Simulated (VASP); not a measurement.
# CdSe (Cadmoselite) (P6_3mc) in VASP: relaxation of cell and atoms with LDA

Aim: the relaxation of cell and atoms of CdSe (Cadmoselite) with LDA.

Everything below comes from runs of VASP 6.6.1. Logs are shortened: lines on timing, memory, paths and dates and some standing lists are left out, and cuts for length are marked.

## 1. The cell of the first run

It takes space group P6_3mc (No. 186, hexagonal). Conventional cell: a = 4.300 Å, b = 4.300 Å, c = 7.020 Å, α = 90.00°, β = 90.00°, γ = 120.00°. Within 3.4 Å of Cd (site symmetry 3m) lie 4 Se at 2.61 to 2.70 Å. Within 3.4 Å of Se (site symmetry 3m) lie 4 Cd at 2.61 to 2.70 Å.

## 2. Relaxation of cell and atoms, LDA

File INCAR:

```
  ALGO = Normal
  EDIFF = 1E-6
  EDIFFG = -0.002
  ENCUT = 600
  GGA = CA
  IBRION = 2
  ISIF = 3
  ISMEAR = -1
  LASPH = True
  LCHARG = False
  LREAL = False
  LWAVE = False
  NELM = 80
  NSW = 100
  PREC = Accurate
  SIGMA = 0.08
```

File KPOINTS:

```
k-points
0
Gamma
  8 8 4
```

File POSCAR:

```
CdSe
1.0
    4.3000000000      0.0000000000      0.0000000000
   -2.1500000000      3.7239092363      0.0000000000
    0.0000000000      0.0000000000      7.0200000000
Cd Se
2 2
Direct
    0.3333333333      0.6666666667      0.0000000000
    0.6666666667      0.3333333333      0.5000000000
    0.3333333333      0.6666666667      0.3850000000
    0.6666666667      0.3333333333      0.8850000000
```

Potentials or basis: VASP PAW LDA potentials, release 64 (Cd, Se).

Launch:

```
$ cat potpaw_LDA.64/Cd/POTCAR potpaw_LDA.64/Se/POTCAR > POTCAR
$ mpirun -np 1 vasp_std > vasp.out
```

OUTCAR:

```text
EDIFF = 1E-6
   EDIFFG = -0.002
   ENCUT = 600
   GGA = CA
   IBRION = 2
   ISIF = 3
   ISMEAR = -1
   LASPH = True
   LREAL = False
   NELM = 80
   NSW = 100
   PREC = Accurate

 ion  position               nearest neighbor table
   1  0.333  0.667  0.000-   4 2.61   4 2.61   4 2.61   3 2.70
   2  0.667  0.333  0.500-   3 2.61   3 2.61   3 2.61   4 2.70
   3  0.333  0.667  0.385-   2 2.61   2 2.61   2 2.61   1 2.70
   4  0.667  0.333  0.885-   1 2.61   1 2.61   1 2.61   2 2.70

  LATTYP: Found a hexagonal cell.
 ALAT       =     4.3000000000
 C/A-ratio  =     1.6325581395

  Lattice vectors:

 A1 = (   4.3000000000,   0.0000000000,   0.0000000000)
 A2 = (  -2.1500000000,   3.7239092363,   0.0000000000)
 A3 = (   0.0000000000,   0.0000000000,   7.0200000000)

Analysis of symmetry for initial positions (statically):
=====================================================================
 Subroutine PRICEL returns:
 Original cell was already a primitive cell.

 Routine SETGRP: Setting up the symmetry group for a
 hexagonal supercell.

 Subroutine GETGRP returns: Found 12 space group operations
 (whereof  6 operations were pure point group operations)
 out of a pool of 24 trial point group operations.

The static configuration has the point symmetry C_3v.
 The point group associated with its full space group is C_6v.

Analysis of symmetry for dynamics (positions and initial velocities):
=====================================================================
 Subroutine PRICEL returns:
 Original cell was already a primitive cell.

 Routine SETGRP: Setting up the symmetry group for a
 hexagonal supercell.

 Subroutine GETGRP returns: Found 12 space group operations
 (whereof  6 operations were pure point group operations)
 out of a pool of 24 trial point group operations.

The dynamic configuration has the point symmetry C_3v.
 The point group associated with its full space group is C_6v.

 Subroutine INISYM returns: Found 12 space group operations
 (whereof  6 operations are pure point group operations),
 and found     1 'primitive' translations

----------------------------------------------------------------------------------------

                                     Primitive cell

  volume of cell :     112.4099

  direct lattice vectors                    reciprocal lattice vectors
     4.300000000  0.000000000  0.000000000     0.232558140  0.134267504  0.000000000
    -2.150000000  3.723909236  0.000000000     0.000000000  0.268535009  0.000000000
     0.000000000  0.000000000  7.020000000     0.000000000  0.000000000  0.142450142

  length of vectors
     4.300000000  4.300000000  7.020000000     0.268535009  0.268535009  0.142450142

  position of ions in fractional coordinates (direct lattice)
     0.333333333  0.666666667  0.000000000
     0.666666667  0.333333333  0.500000000
     0.333333333  0.666666667  0.385000000
     0.666666667  0.333333333  0.885000000

  ion indices of the primitive-cell ions
   primitive index   ion index
                 1           1
                 2           2
                 3           3
                 4           4

----------------------------------------------------------------------------------------

 KPOINTS: k-points

Automatic generation of k-mesh.
 Grid dimensions read from file:
 generate k-points for:    8    8    4

 Generating k-lattice:

  Cartesian coordinates                     Fractional coordinates (reciprocal lattice)
     0.029069767  0.016783438  0.000000000     0.125000000  0.000000000  0.000000000
     0.000000000  0.033566876  0.000000000     0.000000000  0.125000000  0.000000000
     0.000000000  0.000000000  0.035612536     0.000000000  0.000000000  0.250000000

  Length of vectors
     0.033566876  0.033566876  0.035612536

  Shift w.r.t. Gamma in fractional coordinates (k-lattice)
     0.000000000  0.000000000  0.000000000

 Subroutine IBZKPT returns following result:
 ===========================================

 Found     30 irreducible k-points:

 Following reciprocal coordinates:
            Coordinates               Weight
  0.000000  0.000000  0.000000      1.000000
  0.125000 -0.000000  0.000000      6.000000
  0.250000 -0.000000  0.000000      6.000000
  0.375000 -0.000000  0.000000      6.000000
  0.500000 -0.000000  0.000000      3.000000
  0.125000  0.125000  0.000000      6.000000
[... 16 lines left out ...]
  0.250000 -0.000000  0.500000      6.000000
  0.375000 -0.000000  0.500000      6.000000
 [... further k-points ...]
   k-points           NKPTS =     30   k-points in BZ     NKDIM =     30   number of bands    NBANDS=     22
   number of dos      NEDOS =    301   number of ions     NIONS =      4
   total plane-waves  NPLWV =  72576
   dimension x,y,z NGX =    36 NGY =   36 NGZ =   56
   dimension x,y,z NGXF=    72 NGYF=   72 NGZF=  112
   ions per type =               2   2
   NGX,Y,Z   is equivalent  to a cutoff of  13.92, 13.92, 13.26 a.u.
   NGXF,Y,Z  is equivalent  to a cutoff of  27.84, 27.84, 26.52 a.u.
 SYSTEM =  unknown system
   PREC   = accura    normal or accurate (medium, high low for compatibility)
   ISTART =      0    job   : 0-new  1-cont  2-samecut
   ICHARG =      2    charge: 1-file 2-atom 10-const
   ISPIN  =      1    spin polarized calculation?
   LNONCOLLINEAR =      F non collinear calculations
   LSORBIT =      F    spin-orbit coupling
   LASPH  =      T    aspherical Exc in radial PAW
   ENCUT  =  600.0 eV  44.10 Ry    6.64 a.u.   8.59  8.59 14.02*2*pi/ulx,y,z
   NELM   =     80;   NELMIN=  2; NELMDL= -5     # of ELM steps
   EDIFF  = 0.1E-05   stopping-criterion for ELM
   LREAL  =      F    real-space projection
   EDIFFG = -.2E-02   stopping-criterion for IOM
   NSW    =    100    number of steps for IOM
   IBRION =      2    ionic relax: 0-MD 1-quasi-New 2-CG
   NFREE  =      1    steps in history (QN), initial steepest desc. (CG)
   ISIF   =      3    stress and relaxation
   ISYM   =      2    0-nonsym 1-usesym 2-fastsym
   POTIM  = 0.5000    time-step for ionic-motion
   TEBEG  =    0.0;   TEEND  =   0.0 temperature during run
   PSTRESS=    0.0 pullay stress
   NELECT =      36.0000    total number of electrons
   NUPDOWN=      -1.0000    fix difference up-down
   EMIN   =  10.00;   EMAX   =-10.00  energy-range for DOS
   EFERMI =   0.00;   METHOD = LEGACY
   ISMEAR =    -1;   SIGMA  =   0.08  broadening in eV -4-tet -1-fermi 0-gaus
   EFERMI_NEDOS =   21; number of points for ismear=-14 and -15
   IALGO  =     38    algorithm
   IMIX   =      4    mixing-type and parameters
     AMIX     =   0.40;   BMIX     =  1.00
     AMIX_MAG =   1.60;   BMIX_MAG =  1.00
  volume/ion in A,a.u.               =      28.10       189.64
  Fermi-wavevector in a.u.,A,eV,Ry     =   1.120059  2.116604 17.068937  1.254531
  Thomas-Fermi vector in A             =   2.256702
   LORBIT       =      0    0 simple, 1 ext, 2 COOP (PROOUT), +10 PAW based schemes
   GGA     = CA    functional components
   LHFCALC =     F    Hartree Fock is set to
   AEXX    =    0.0000 exact exchange contribution
   IVDW    =     0    specifies the selected vdW correction
   LEPSILON=     F    determine dielectric tensor
   LRPA    =     F    only Hartree local field effects (RPA)
 conjugate gradient relaxation of ions
 non-spin polarized calculation
  energy-cutoff  :      600.00
  volume of cell :      112.41
 maximum number of plane-waves:      3791
 NGX is ok and might be reduce to    36
   NGX = 17   NGY = 17   NGZ = 29

--------------------------------------- Ionic step        1  -------------------------------------------

 number of electron      35.9999992 magnetization

 Free energy of the ion-electron system (eV)
  ---------------------------------------------------
  ext. energy  EPLUGINS =         0.00000000
  ---------------------------------------------------
  free energy    TOTEN  =       -13.48612958 eV

  energy without entropy =      -13.48533719  energy(sigma->0) =      -13.48573339

------------------------ aborting loop because EDIFF is reached ----------------------------------------

  FORCE on cell =-STRESS in cart. coord.  units (eV):
  Direction    XX          YY          ZZ          XY          YZ          ZX
  --------------------------------------------------------------------------------------
  -------------------------------------------------------------------------------------
  Total       -0.5919170     -0.5919170     -1.7795934      0.0000000      0.0000000      0.0000000
  in kB       -8.4365862     -8.4365862    -25.3645236      0.0000000      0.0000000      0.0000000
  external PRESSURE =     -14.0792320 kB  Pullay stress =       0.0000000 kB
[... 95 lines left out ...]
  FREE ENERGIE OF THE ION-ELECTRON SYSTEM (eV)
  ---------------------------------------------------
  free  energy   TOTEN  =       -13.5147216542 eV

  energy  without entropy=      -13.5141427562  energy(sigma->0) =      -13.51443221

[... ionic steps 4 to 8 ...]

--------------------------------------- Ionic step        9  -------------------------------------------

 number of electron      35.9999992 magnetization

------------------------ aborting loop because EDIFF is reached ----------------------------------------

  FORCE on cell =-STRESS in cart. coord.  units (eV):
  Direction    XX          YY          ZZ          XY          YZ          ZX
  --------------------------------------------------------------------------------------
  -------------------------------------------------------------------------------------
  Total        0.0226483      0.0226483     -0.0237554      0.0000000     -0.0000000      0.0000000
  in kB        0.3320827      0.3320827     -0.3483156      0.0000000     -0.0000000      0.0000000
  external PRESSURE =       0.1052833 kB  Pullay stress =       0.0000000 kB
[... 61 lines left out ...]
  energy  without entropy=      -13.5189472548  energy(sigma->0) =      -13.51927712

--------------------------------------- Ionic step       11  -------------------------------------------

 number of electron      35.9999991 magnetization

 Free energy of the ion-electron system (eV)
  ---------------------------------------------------
  ext. energy  EPLUGINS =         0.00000000
  ---------------------------------------------------
  free energy    TOTEN  =       -13.51961265 eV

  energy without entropy =      -13.51895405  energy(sigma->0) =      -13.51928335

 E-fermi :   1.3735     XC(G=0):  -9.4135

 val. band max:        1.0604502224   @ k =   0.0000   0.0000   0.0000
 cond. band min:       1.5385890383   @ k =   0.0000   0.0000   0.0000
 fundamental gap:      0.4781388159
 Fermi energy:         1.3734991890

 k-point     1 :       0.0000    0.0000    0.0000
  band No.  band energies     occupation
      1     -11.7644      2.00000
      2     -11.3536      2.00000
      3      -6.9958      2.00000
      4      -6.9862      2.00000
      5      -6.9862      2.00000
      6      -6.9121      2.00000
[... 574 lines left out ...]
      6      -6.8280      2.00000
[... 14 lines left out ...]
     21       5.8803      0.00000
     22       5.8803      0.00000

 [... further k-points ...]

------------------------ aborting loop because EDIFF is reached ----------------------------------------

  FORCE on cell =-STRESS in cart. coord.  units (eV):
  Direction    XX          YY          ZZ          XY          YZ          ZX
  --------------------------------------------------------------------------------------
  -------------------------------------------------------------------------------------
  Total        0.0014724      0.0014724     -0.0012673      0.0000000      0.0000000      0.0000000
  in kB        0.0215840      0.0215840     -0.0185783      0.0000000      0.0000000      0.0000000
  external PRESSURE =       0.0081966 kB  Pullay stress =       0.0000000 kB
[... 19 lines left out ...]
  FREE ENERGIE OF THE ION-ELECTRON SYSTEM (eV)
  ---------------------------------------------------
  free  energy   TOTEN  =       -13.5196126540 eV

  energy  without entropy=      -13.5189540510  energy(sigma->0) =      -13.51928335

 reached required accuracy - stopping structural energy minimisation
```

It took 4.9 min on 1 thread of Intel Xeon 6975P-C, shared host; peak memory 0.27 GiB.

What came out:

```yaml
Free_energy: -13.5196 eV
Relaxed_volume: 27.32 Å³/atom
Relaxed_cell: a = 4.258 Å, b = 4.258 Å, c = 6.960 Å, α = 90.00°, β = 90.00°, γ = 120.00°
Space_group_after_relaxing_to_0.05_Å: P6_3mc (No. 186)
Energy_gained_by_relaxing: 8.4 meV/atom
Ionic_steps: 11
Pressure_after_relaxing: 0.0 GPa
Band_gap_on_the_k_mesh: 0.48 eV, direct
```

Step by step:
```tsv
step	energy change (eV)	largest force (eV/Å)	pressure (GPa)	volume (Å³)
1	0.0000	0.2655	-1.41	112.41
2	-0.0282	0.0860	0.46	108.43
3	-0.0286	0.1082	0.26	108.81
4	-0.0305	0.0379	-0.01	109.27
5	-0.0306	0.0273	-0.03	109.34
6	-0.0318	0.0264	-0.06	109.41
7	-0.0332	0.0223	-0.18	109.63
8	-0.0332	0.0107	0.18	108.94
9	-0.0335	0.0055	0.01	109.27
10	-0.0335	0.0051	-0.02	109.31
11	-0.0335	0.0004	0.00	109.29
```

Final structure:
```yaml
crystal:
  lattice:
    - [4.25810, 0.00000, 0.00000]
    - [-2.12905, 3.68763, 0.00000]
    - [0.00000, 0.00000, 6.96043]
  atoms:
    - { symbol: Cd, position: [0.33333, 0.66667, 0.00487] }
    - { symbol: Cd, position: [0.66667, 0.33333, 0.50487] }
    - { symbol: Se, position: [0.33333, 0.66667, 0.38013] }
    - { symbol: Se, position: [0.66667, 0.33333, 0.88013] }
```

Levels at points of the mesh, in eV from the valence-band top:
| k point | band 15 | band 16 | band 17 | band 18 | band 19 | band 20 | band 21 | band 22 |
| --- | --- | --- | --- | --- | --- | --- | --- | --- |
| (0.00, 0.00, 0.00) | -0.82 | -0.06 | 0.00 | 0.00 | 0.48 | 2.05 | 5.72 | 5.72 |
| (0.50, 0.00, 0.00) | -2.86 | -1.99 | -1.46 | -0.81 | 3.09 | 3.15 | 4.58 | 6.07 |
| (0.00, 0.00, 0.50) | -0.43 | -0.43 | -0.43 | -0.43 | 2.24 | 2.24 | 5.72 | 5.72 |
| (0.50, 0.00, 0.50) | -1.48 | -1.48 | -1.45 | -1.45 | 2.74 | 2.74 | 4.71 | 4.71 |
